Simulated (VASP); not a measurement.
# Al3GaN4 (Pm) in VASP: further runs, part 2 of 3

VASP 6.6.1.

## Step 3: Single point, PBEsol (strain -0.080 along x and y, -0.040 along z)

File INCAR:

```
PREC = Accurate ; ENCUT = 520
EDIFF = 1E-6 ; ISMEAR = 0
SIGMA = 0.05 ; LREAL = F
LASPH = T ; NELM = 80
ALGO = Normal ; ISIF = 2
LWAVE = F ; LCHARG = F
GGA = PS ; NBANDS = 31
```

File KPOINTS:

```
regular mesh
0
Gamma
  6 8 4
```

File POSCAR:

```
Al3GaN4
1.0
    4.6399353336      0.0000000000      0.0001103911
    0.0000000000      2.8796679856      0.0000000000
   -0.0029773563      0.0000000000      5.2012722695
Al Ga N
3 1 4
Direct
    0.5002300423      0.5000000000      0.1673295664
    0.0009207036      0.5000000000      0.8348055932
    0.0010880650      0.0000000000      0.3316926342
    0.4994217138      0.0000000000      0.6662009016
    0.1111724737      0.0000000000      0.6663292503
    0.1224543238      0.5000000000      0.1671578647
    0.6251234799      0.5000000000      0.8401923551
    0.6231881979      0.0000000000      0.3262928345
```

Potentials or basis: VASP PAW PBE potentials, release 64 (Al, Ga_d, N).

Started as:

```console
$ cat potpaw_PBE.64/Al/POTCAR potpaw_PBE.64/Ga_d/POTCAR potpaw_PBE.64/N/POTCAR > POTCAR
$ mpirun -np 1 vasp_std > vasp.out
```

OUTCAR:

```text
PREC = Accurate
   ENCUT = 520
   EDIFF = 1E-6
   ISMEAR = 0
   LREAL = F
   LASPH = T
   NELM = 80
   ISIF = 2
   GGA = PS

 ion  position               nearest neighbor table
   1  0.500  0.500  0.167-   6 1.75   8 1.76   8 1.76   7 1.80   3 2.86   3 2.86   3 2.86   3 2.86
                             2 2.89   2 2.90   4 2.97   4 2.97   4 2.98   4 2.98
   2  0.001  0.500  0.835-   7 1.74   5 1.76   5 1.76   6 1.82   4 2.86   4 2.86   4 2.87   4 2.87
                             1 2.89   1 2.90   3 2.96   3 2.96   3 2.99   3 2.99
   3  0.001  0.000  0.332-   8 1.75   6 1.77   6 1.77   5 1.81   1 2.86   1 2.86   1 2.86   1 2.86
                             4 2.89   4 2.91   2 2.96   2 2.96   2 2.99   2 2.99
   4  0.499  0.000  0.666-   7 1.80   7 1.80   5 1.80   8 1.86   2 2.86   2 2.86   2 2.87   2 2.87
                             3 2.89   3 2.91   1 2.97   1 2.97   1 2.98   1 2.98
   5  0.111  0.000  0.666-   2 1.76   2 1.76   4 1.80   3 1.81
   6  0.122  0.500  0.167-   1 1.75   3 1.77   3 1.77   2 1.82
   7  0.625  0.500  0.840-   2 1.74   4 1.80   4 1.80   1 1.80
   8  0.623  0.000  0.326-   3 1.75   1 1.76   1 1.76   4 1.86

  LATTYP: Found a simple monoclinic cell.
 ALAT       =     4.6399353349
 B/A-ratio  =     0.6206267497
 C/A-ratio  =     1.1209796573
 COS(beta)  =    -0.0005486369

  Lattice vectors:

 A1 = (   4.6399353336,   0.0000000000,   0.0001103911)
 A2 = (   0.0000000000,   2.8796679856,   0.0000000000)
 A3 = (  -0.0029773563,   0.0000000000,   5.2012722695)

Analysis of symmetry for initial positions (statically):
=====================================================================
 Subroutine PRICEL returns:
 Original cell was already a primitive cell.

 Routine SETGRP: Setting up the symmetry group for a
 simple monoclinic supercell.

 Subroutine GETGRP returns: Found  2 space group operations
 (whereof  2 operations were pure point group operations)
 out of a pool of  4 trial point group operations.

The static configuration has the point symmetry C_1h.

Analysis of symmetry for dynamics (positions and initial velocities):
=====================================================================
 Subroutine PRICEL returns:
 Original cell was already a primitive cell.

 Routine SETGRP: Setting up the symmetry group for a
 simple monoclinic supercell.

 Subroutine GETGRP returns: Found  2 space group operations
 (whereof  2 operations were pure point group operations)
 out of a pool of  4 trial point group operations.

The dynamic configuration has the point symmetry C_1h.

 Subroutine INISYM returns: Found  2 space group operations
 (whereof  2 operations are pure point group operations),
 and found     1 'primitive' translations

----------------------------------------------------------------------------------------

                                     Primitive cell

  volume of cell :      69.4967

  direct lattice vectors                    reciprocal lattice vectors
     4.639935334  0.000000000  0.000110391     0.215520242  0.000000000  0.000123370
     0.000000000  2.879667986  0.000000000     0.000000000  0.347262256  0.000000000
    -0.002977356  0.000000000  5.201272270    -0.000004574  0.000000000  0.192260650

  length of vectors
     4.639935335  2.879667986  5.201273122     0.215520277  0.347262256  0.192260650

  position of ions in fractional coordinates (direct lattice)
[... 47 lines left out ...]
            Coordinates               Weight
  0.000000  0.000000  0.000000      1.000000
  0.166667  0.000000  0.000000      2.000000
  0.333333  0.000000 -0.000000      2.000000
  0.500000  0.000000 -0.000000      1.000000
  0.000000  0.125000  0.000000      2.000000
  0.166667  0.125000  0.000000      4.000000
[... 16 lines left out ...]
  0.333333  0.000000  0.250000      2.000000
  0.500000  0.000000  0.250000      2.000000
 [... further k-points ...]
   k-points           NKPTS =     70   k-points in BZ     NKDIM =     70   number of bands    NBANDS=     31
   number of dos      NEDOS =    301   number of ions     NIONS =      8
   total plane-waves  NPLWV =  34560
   dimension x,y,z NGX =    36 NGY =   24 NGZ =   40
   dimension x,y,z NGXF=    72 NGYF=   48 NGZF=   80
   ions per type =               3   1   4
   NGX,Y,Z   is equivalent  to a cutoff of  12.90, 13.86, 12.79 a.u.
   NGXF,Y,Z  is equivalent  to a cutoff of  25.80, 27.71, 25.57 a.u.
 SYSTEM =  unknown system
   PREC   = accura    normal or accurate (medium, high low for compatibility)
   ISTART =      0    job   : 0-new  1-cont  2-samecut
   ICHARG =      2    charge: 1-file 2-atom 10-const
   ISPIN  =      1    spin polarized calculation?
   LNONCOLLINEAR =      F non collinear calculations
   LSORBIT =      F    spin-orbit coupling
   LASPH  =      T    aspherical Exc in radial PAW
   ENCUT  =  520.0 eV  38.22 Ry    6.18 a.u.   8.63  5.35  9.67*2*pi/ulx,y,z
   NELM   =     80;   NELMIN=  2; NELMDL= -5     # of ELM steps
   EDIFF  = 0.1E-05   stopping-criterion for ELM
   LREAL  =      F    real-space projection
[... 7 lines left out ...]
   TEBEG  =    0.0;   TEEND  =   0.0 temperature during run
   PSTRESS=    0.0 pullay stress
   NELECT =      42.0000    total number of electrons
   NUPDOWN=      -1.0000    fix difference up-down
   EMIN   =  10.00;   EMAX   =-10.00  energy-range for DOS
   EFERMI =   0.00;   METHOD = LEGACY
   ISMEAR =     0;   SIGMA  =   0.05  broadening in eV -4-tet -1-fermi 0-gaus
   EFERMI_NEDOS =   21; number of points for ismear=-14 and -15
   IALGO  =     38    algorithm
   IMIX   =      4    mixing-type and parameters
     AMIX     =   0.40;   BMIX     =  1.00
     AMIX_MAG =   1.60;   BMIX_MAG =  1.00
  volume/ion in A,a.u.               =       8.69        58.62
  Fermi-wavevector in a.u.,A,eV,Ry     =   1.384108  2.615585 26.065425  1.915755
  Thomas-Fermi vector in A             =   2.508643
   LORBIT       =      0    0 simple, 1 ext, 2 COOP (PROOUT), +10 PAW based schemes
   GGA     = PS    functional components
   LHFCALC =     F    Hartree Fock is set to
   AEXX    =    0.0000 exact exchange contribution
   IVDW    =     0    specifies the selected vdW correction
   LEPSILON=     F    determine dielectric tensor
   LRPA    =     F    only Hartree local field effects (RPA)
 non-spin polarized calculation
 Gauss-broadening in eV      SIGMA  =   0.05
  energy-cutoff  :      520.00
  volume of cell :       69.50
 maximum number of plane-waves:      1894
 NGX is ok and might be reduce to    36
   NGX = 17   NGY = 11   NGZ = 19

 number of electron      42.0000004 magnetization

 Free energy of the ion-electron system (eV)
  ---------------------------------------------------
  ext. energy  EPLUGINS =         0.00000000
  ---------------------------------------------------
  free energy    TOTEN  =       -57.28915127 eV

  energy without entropy =      -57.28915127  energy(sigma->0) =      -57.28915127

 E-fermi :   8.4277     XC(G=0): -12.3175

 val. band max:        8.2085926077   @ k =   0.0000   0.0000   0.0000
 cond. band min:      13.1098747782   @ k =   0.0000   0.3750   0.0000
 fundamental gap:      4.9012821705
 Fermi energy:         8.4277455697

 k-point     1 :       0.0000    0.0000    0.0000
  band No.  band energies     occupation
      1      -8.8400      2.00000
      2      -6.8203      2.00000
      3      -6.6977      2.00000
      4      -5.6101      2.00000
      5      -4.7858      2.00000
      6      -4.6582      2.00000
[... 805 lines left out ...]
     30      20.4026      0.00000
     31      21.1543      0.00000

 [... further k-points ...]

------------------------ aborting loop because EDIFF is reached ----------------------------------------

  FORCE on cell =-STRESS in cart. coord.  units (eV):
  Direction    XX          YY          ZZ          XY          YZ          ZX
  --------------------------------------------------------------------------------------
  -------------------------------------------------------------------------------------
  Total       30.7796568     30.4289494     20.5047210      0.0000000      0.0000000      0.0742317
  in kB      709.5947863    701.5095713    472.7162217      0.0000000      0.0000000      1.7113395
  external PRESSURE =     627.9401931 kB  Pullay stress =       0.0000000 kB

 VOLUME and BASIS-vectors are now :
 -----------------------------------------------------------------------------
  energy-cutoff  :      520.00
  volume of cell :       69.50
      direct lattice vectors                 reciprocal lattice vectors
     4.639935334  0.000000000  0.000110391     0.215520242  0.000000000  0.000123370
     0.000000000  2.879667986  0.000000000     0.000000000  0.347262256  0.000000000
    -0.002977356  0.000000000  5.201272270    -0.000004574  0.000000000  0.192260650

 POSITION                                       TOTAL-FORCE (eV/Angst)
 -----------------------------------------------------------------------------------
      2.32054      1.43983      0.87038         0.608979      0.000000     -0.740099
      0.00179      1.43983      4.34205         0.798216      0.000000      0.870098
      0.00406      0.00000      1.72522         0.673395      0.000000      0.732799
      2.31530      0.00000      3.46515         0.496035      0.000000     -0.945837
      0.51385      0.00000      3.46577        -0.724581      0.000000     -0.922694
      0.56768      1.43983      0.86945        -0.639387      0.000000     -0.818545
      2.89803      1.43983      4.37014        -0.644451      0.000000      0.980973
      2.89058      0.00000      1.69721        -0.568205      0.000000      0.843306
 -----------------------------------------------------------------------------------
    total drift:                               -0.000922     -0.000000      0.000430

  FREE ENERGIE OF THE ION-ELECTRON SYSTEM (eV)
  ---------------------------------------------------
  free  energy   TOTEN  =       -57.2891512707 eV

  energy  without entropy=      -57.2891512707  energy(sigma->0) =      -57.28915127
```

Wall time 56 s (1 thread of Intel Xeon 6975P-C (Granite Rapids), shared host); peak memory 0.26 GiB.

Results:

| Item | Value |
| --- | --- |
| Free energy | -57.2892 eV |
| Pressure | 62.8 GPa |
| Largest force | 1.181 eV/Å |
| Band gap on the k mesh | 4.90 eV (least direct gap 5.06 eV) |

Forces in eV/Å, atoms in the order of the input:
```
Al   0.609  0.000 -0.740
Al   0.798  0.000  0.870
Al   0.673  0.000  0.733
Ga   0.496  0.000 -0.946
N   -0.725  0.000 -0.923
N   -0.639  0.000 -0.819
N   -0.644  0.000  0.981
N   -0.568  0.000  0.843
```

Caveat: the cell differs from its parent crystal (strain -0.080 along x and y, -0.040 along z); the cell stands under pressure; the PAW data sets were made with another functional, which shifts forces and pressure a little. A k mesh can miss the band edges.

(Continued in part 3 of 3.)
